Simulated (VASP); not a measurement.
# C (Fd-3m) in VASP: single point with PBEsol

Aim: the single point of C with PBEsol.

Everything below comes from runs of VASP 6.6.1. Logs are shortened: lines on timing, memory, paths and dates and some standing lists are left out, and cuts for length are marked.

**1. The cell of the first run**

It takes space group Fd-3m (No. 227, cubic). The conventional cell has a = 3.481 Å, b = 3.481 Å, c = 3.481 Å, α = 90.00°, β = 90.00°, γ = 90.00°. Within 2.0 Å of C (site symmetry -43m) lie 4 C at 1.51 Å.

**2. Single point, PBEsol (5.27 Å³/atom)**

INCAR reads:

```
SYSTEM = C
  PREC = Accurate
  ENCUT = 520
  EDIFF = 1E-6
  ISMEAR = -1
  SIGMA = 0.1
  LREAL = .False.
  LASPH = .True.
  NELM = 100
  ALGO = Normal
  ISIF = 2
  LWAVE = .False.
  LCHARG = .True.
  GGA = PS
  LELF = .True.
  LVHAR = .True.
  NBANDS = 11
```

KPOINTS reads:

```
Automatic mesh
0
Gamma
  20 20 20
  0 0 0
```

POSCAR reads:

```
C
1.0
    0.0000000000      1.7406342191      1.7406342191
    1.7406342191      0.0000000000      1.7406342191
    1.7406342191      1.7406342191      0.0000000000
C
2
Direct
   -0.1250000000     -0.1250000000     -0.1250000000
    0.1250000000      0.1250000000      0.1250000000
```

Potentials or basis: VASP PAW PBE potentials, release 64 (C).

Command:

```bash
cat potpaw_PBE.64/C/POTCAR > POTCAR
mpirun -np 1 vasp_std > vasp.out
```

OUTCAR:

```text
SYSTEM = C
   PREC = Accurate
   ENCUT = 520
   EDIFF = 1E-6
   ISMEAR = -1
   LREAL = .False.
   LASPH = .True.
   NELM = 100
   ISIF = 2
   GGA = PS

 ion  position               nearest neighbor table
   1  0.875  0.875  0.875-   2 1.51   2 1.51   2 1.51   2 1.51
   2  0.125  0.125  0.125-   1 1.51   1 1.51   1 1.51   1 1.51

  LATTYP: Found a face centered cubic cell.
 ALAT       =     3.4812684382

  Lattice vectors:

 A1 = (   0.0000000000,   1.7406342191,   1.7406342191)
 A2 = (   1.7406342191,   0.0000000000,   1.7406342191)
 A3 = (   1.7406342191,   1.7406342191,   0.0000000000)

Analysis of symmetry for initial positions (statically):
=====================================================================
 Subroutine PRICEL returns:
 Original cell was already a primitive cell.

 Routine SETGRP: Setting up the symmetry group for a
 face centered cubic supercell.

 Subroutine GETGRP returns: Found 48 space group operations
 (whereof 12 operations were pure point group operations)
 out of a pool of 48 trial point group operations.

The static configuration has the point symmetry D_3d.
 The point group associated with its full space group is O_h .

Analysis of symmetry for dynamics (positions and initial velocities):
=====================================================================
 Subroutine PRICEL returns:
 Original cell was already a primitive cell.

 Routine SETGRP: Setting up the symmetry group for a
 face centered cubic supercell.

 Subroutine GETGRP returns: Found 48 space group operations
 (whereof 12 operations were pure point group operations)
 out of a pool of 48 trial point group operations.

The dynamic configuration has the point symmetry D_3d.
 The point group associated with its full space group is O_h .

 Subroutine INISYM returns: Found 48 space group operations
 (whereof 12 operations are pure point group operations),
 and found     1 'primitive' translations

----------------------------------------------------------------------------------------

                                     Primitive cell

  volume of cell :      10.5476

  direct lattice vectors                    reciprocal lattice vectors
     0.000000000  1.740634219  1.740634219    -0.287251620  0.287251620  0.287251620
     1.740634219  0.000000000  1.740634219     0.287251620 -0.287251620  0.287251620
     1.740634219  1.740634219  0.000000000     0.287251620  0.287251620 -0.287251620

  length of vectors
     2.461628520  2.461628520  2.461628520     0.497534401  0.497534401  0.497534401

  position of ions in fractional coordinates (direct lattice)
     0.875000000  0.875000000  0.875000000
     0.125000000  0.125000000  0.125000000

  ion indices of the primitive-cell ions
   primitive index   ion index
                 1           1
                 2           2

----------------------------------------------------------------------------------------

 KPOINTS: Automatic mesh

Automatic generation of k-mesh.
 Grid dimensions read from file:
 generate k-points for:   20   20   20

 Generating k-lattice:

  Cartesian coordinates                     Fractional coordinates (reciprocal lattice)
    -0.014362581  0.014362581  0.014362581     0.050000000  0.000000000  0.000000000
     0.014362581 -0.014362581  0.014362581     0.000000000  0.050000000  0.000000000
     0.014362581  0.014362581 -0.014362581     0.000000000  0.000000000  0.050000000

  Length of vectors
     0.024876720  0.024876720  0.024876720

  Shift w.r.t. Gamma in fractional coordinates (k-lattice)
     0.000000000  0.000000000  0.000000000

 Subroutine IBZKPT returns following result:
 ===========================================

 Found    256 irreducible k-points:

 Following reciprocal coordinates:
            Coordinates               Weight
  0.000000  0.000000  0.000000      1.000000
  0.050000  0.000000  0.000000      8.000000
  0.100000  0.000000  0.000000      8.000000
  0.150000  0.000000  0.000000      8.000000
  0.200000  0.000000  0.000000      8.000000
  0.250000  0.000000  0.000000      8.000000
[... 16 lines left out ...]
 -0.400000  0.050000  0.000000     24.000000
 -0.350000  0.050000  0.000000     24.000000
 [... further k-points ...]
   k-points           NKPTS =    256   k-points in BZ     NKDIM =    256   number of bands    NBANDS=     11
   number of dos      NEDOS =    301   number of ions     NIONS =      2
   total plane-waves  NPLWV =   5832
   dimension x,y,z NGX =    18 NGY =   18 NGZ =   18
   dimension x,y,z NGXF=    36 NGYF=   36 NGZF=   36
   ions per type =               2
   NGX,Y,Z   is equivalent  to a cutoff of  12.16, 12.16, 12.16 a.u.
   NGXF,Y,Z  is equivalent  to a cutoff of  24.31, 24.31, 24.31 a.u.
 SYSTEM =  C
   PREC   = accura    normal or accurate (medium, high low for compatibility)
   ISTART =      0    job   : 0-new  1-cont  2-samecut
   ICHARG =      2    charge: 1-file 2-atom 10-const
   ISPIN  =      1    spin polarized calculation?
   LNONCOLLINEAR =      F non collinear calculations
   LSORBIT =      F    spin-orbit coupling
   LASPH  =      T    aspherical Exc in radial PAW
   ENCUT  =  520.0 eV  38.22 Ry    6.18 a.u.   4.58  4.58  4.58*2*pi/ulx,y,z
   NELM   =    100;   NELMIN=  2; NELMDL= -5     # of ELM steps
   EDIFF  = 0.1E-05   stopping-criterion for ELM
   LREAL  =      F    real-space projection
   EDIFFG = 0.1E-04   stopping-criterion for IOM
   NSW    =      0    number of steps for IOM
   IBRION =     -1    ionic relax: 0-MD 1-quasi-New 2-CG
   NFREE  =      0    steps in history (QN), initial steepest desc. (CG)
   ISIF   =      2    stress and relaxation
   ISYM   =      2    0-nonsym 1-usesym 2-fastsym
   POTIM  = 0.5000    time-step for ionic-motion
   TEBEG  =    0.0;   TEEND  =   0.0 temperature during run
   PSTRESS=    0.0 pullay stress
   NELECT =       8.0000    total number of electrons
   NUPDOWN=      -1.0000    fix difference up-down
   EMIN   =  10.00;   EMAX   =-10.00  energy-range for DOS
   EFERMI =   0.00;   METHOD = LEGACY
   ISMEAR =    -1;   SIGMA  =   0.10  broadening in eV -4-tet -1-fermi 0-gaus
   EFERMI_NEDOS =   21; number of points for ismear=-14 and -15
   IALGO  =     38    algorithm
   IMIX   =      4    mixing-type and parameters
     AMIX     =   0.40;   BMIX     =  1.00
     AMIX_MAG =   1.60;   BMIX_MAG =  1.00
  volume/ion in A,a.u.               =       5.27        35.59
  Fermi-wavevector in a.u.,A,eV,Ry     =   1.492980  2.821323 30.327239  2.228989
  Thomas-Fermi vector in A             =   2.605439
   LORBIT       =      0    0 simple, 1 ext, 2 COOP (PROOUT), +10 PAW based schemes
   GGA     = PS    functional components
   LHFCALC =     F    Hartree Fock is set to
   AEXX    =    0.0000 exact exchange contribution
   IVDW    =     0    specifies the selected vdW correction
   LEPSILON=     F    determine dielectric tensor
   LRPA    =     F    only Hartree local field effects (RPA)
 non-spin polarized calculation
  energy-cutoff  :      520.00
  volume of cell :       10.55
 maximum number of plane-waves:       296
   NGX =  9   NGY =  9   NGZ =  9

 number of electron       8.0000001 magnetization

 Free energy of the ion-electron system (eV)
  ---------------------------------------------------
  ext. energy  EPLUGINS =         0.00000000
  ---------------------------------------------------
  free energy    TOTEN  =       -19.18106587 eV

  energy without entropy =      -19.18106587  energy(sigma->0) =      -19.18106587

 E-fermi :  12.7112     XC(G=0): -13.7951

 val. band max:       10.7903759434   @ k =   0.0000   0.0000   0.0000
 cond. band min:      14.9707786576   @ k =   0.3500   0.3500   0.0000
 fundamental gap:      4.1804027142
 Fermi energy:        12.7112265095

 k-point     1 :       0.0000    0.0000    0.0000
  band No.  band energies     occupation
      1     -11.7345      2.00000
      2      10.7904      2.00000
      3      10.7904      2.00000
      4      10.7904      2.00000
      5      16.5307      0.00000
      6      16.5307      0.00000
      7      16.5307      0.00000
      8      25.8552      0.00000
      9      30.7158      0.00000
     10      38.0818      0.00000
     11      38.0818      0.00000

 k-point     2 :       0.0500    0.0000    0.0000
  band No.  band energies     occupation
      1     -11.6616      2.00000
      2      10.2707      2.00000
      3      10.6547      2.00000
      4      10.6547      2.00000
      5      16.7074      0.00000
      6      16.7074      0.00000
      7      16.8684      0.00000
      8      25.8893      0.00000
      9      30.8418      0.00000
     10      36.6849      0.00000
     11      36.6849      0.00000

 k-point     3 :       0.1000    0.0000    0.0000
  band No.  band energies     occupation
      1     -11.4431      2.00000
      2       9.0024      2.00000
      3      10.3026      2.00000
      4      10.3026      2.00000
      5      17.1696      0.00000
      6      17.1696      0.00000
      7      17.6035      0.00000
      8      25.9891      0.00000
      9      31.1783      0.00000
     10      35.2881      0.00000
     11      35.2881      0.00000
[... 267 lines left out ...]
 k-point    23 :      -0.4000    0.0500    0.0000
  band No.  band energies     occupation
      1      -6.7856      2.00000
      2      -1.7454      2.00000
      3       7.4543      2.00000
      4       7.9737      2.00000
      5      19.4979      0.00000
      6      19.5754      0.00000
      7      20.7347      0.00000
      8      26.9026      0.00000
      9      32.9487      0.00000
     10      35.5081      0.00000
     11      36.4982      0.00000

 k-point    24 :      -0.3500    0.0500    0.0000
  band No.  band energies     occupation
      1      -7.8355      2.00000
      2      -0.1870      2.00000
      3       7.5601      2.00000
      4       8.2703      2.00000
      5      19.3349      0.00000
      6      19.6621      0.00000
      7      20.5535      0.00000
      8      26.7637      0.00000
      9      32.6867      0.00000
     10      34.2069      0.00000
     11      36.1578      0.00000

 [... further k-points ...]

------------------------ aborting loop because EDIFF is reached ----------------------------------------

  FORCE on cell =-STRESS in cart. coord.  units (eV):
  Direction    XX          YY          ZZ          XY          YZ          ZX
  --------------------------------------------------------------------------------------
  -------------------------------------------------------------------------------------
  Total        2.1451821      2.1451821      2.1451821     -0.0000000     -0.0000000      0.0000000
  in kB      325.8533625    325.8533625    325.8533625     -0.0000000     -0.0000000      0.0000000
  external PRESSURE =     325.8533625 kB  Pullay stress =       0.0000000 kB

 VOLUME and BASIS-vectors are now :
 -----------------------------------------------------------------------------
  energy-cutoff  :      520.00
  volume of cell :       10.55
      direct lattice vectors                 reciprocal lattice vectors
     0.000000000  1.740634219  1.740634219    -0.287251620  0.287251620  0.287251620
     1.740634219  0.000000000  1.740634219     0.287251620 -0.287251620  0.287251620
     1.740634219  1.740634219  0.000000000     0.287251620  0.287251620 -0.287251620

 POSITION                                       TOTAL-FORCE (eV/Angst)
 -----------------------------------------------------------------------------------
      3.04611      3.04611      3.04611        -0.000000      0.000000      0.000000
      0.43516      0.43516      0.43516         0.000000     -0.000000     -0.000000
 -----------------------------------------------------------------------------------
    total drift:                                0.000000      0.000000      0.000000

  FREE ENERGIE OF THE ION-ELECTRON SYSTEM (eV)
  ---------------------------------------------------
  free  energy   TOTEN  =       -19.1810658688 eV

  energy  without entropy=      -19.1810658687  energy(sigma->0) =      -19.18106587
```

Run time: 21 s. Hardware: 1 thread of Intel Xeon Platinum 8259CL at 2.50GHz (Skylake/Cascade Lake), shared host; peak memory 0.13 GiB.

What came out:

```
Free energy            : -19.1811 eV
Pressure               : 32.6 GPa
Band gap on the k mesh : 4.18 eV (least direct gap 5.74 eV)
```

Levels at points of the mesh, in eV from the valence-band top:
```tsv
k point	band 1	band 2	band 3	band 4	band 5	band 6	band 7	band 8
(0.00, 0.00, 0.00)	-22.52	0.00	0.00	0.00	5.74	5.74	5.74	15.06
(0.50, 0.00, 0.00)	-16.26	-14.30	-3.00	-3.00	8.69	8.69	9.85	16.13
(0.50, 0.50, 0.00)	-13.31	-13.31	-6.79	-6.79	4.75	4.75	17.92	17.92
```

Caveat: the cell stands under pressure; the PAW data sets were made with another functional, which shifts forces and pressure a little.
